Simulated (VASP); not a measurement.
The system is WS2, a slab with vacuum.

```
CELL_PARAMETERS angstrom
3.18352 0.00000 0.00000
-1.59176 2.75701 0.00000
0.00000 0.00000 16.95058
ATOMIC_POSITIONS crystal
W 0.00000 0.00000 0.00000
S 0.33333 0.66667 0.09200
S 0.33333 0.66667 0.90800
```

Base run:

| Item | Value |
| --- | --- |
| Program | VASP 6.6.1 |
| Functional | r2SCAN |
| Potentials or basis | VASP PAW PBE potentials, release 64 (W_sv, S) |
| Cutoff | 520 eV |
| k mesh | 10 × 10 × 2 |
| Occupations | fermi-dirac, width 0.05 eV |
| Spin | no spin polarisation |

Its results: band gap on the k mesh 2.10 eV (least direct gap 2.28 eV); largest force 0.004 eV/Å.

After a change of settings the same cell gave: band gap on the k mesh 2.62 eV (least direct gap 3.14 eV); largest force 0.255 eV/Å. Which change was it?
A. functional from r2SCAN to PBEsol; dispersion from none to D3(BJ)
B. functional from r2SCAN to PBEsol-based screened hybrid with 25 % exact exchange; k mesh from 10 × 10 × 2 to 5 × 5 × 1
C. functional from r2SCAN to PBE-based screened hybrid with 25 % exact exchange; k mesh from 10 × 10 × 2 to 5 × 5 × 1

C.

Caveats: some runs use coarse meshes; there is no dipole correction, which matters where the two faces differ; the PAW data sets were made with another functional, which shifts forces and pressure a little; spin-orbit coupling is left out, which moves the levels of the heavy elements.
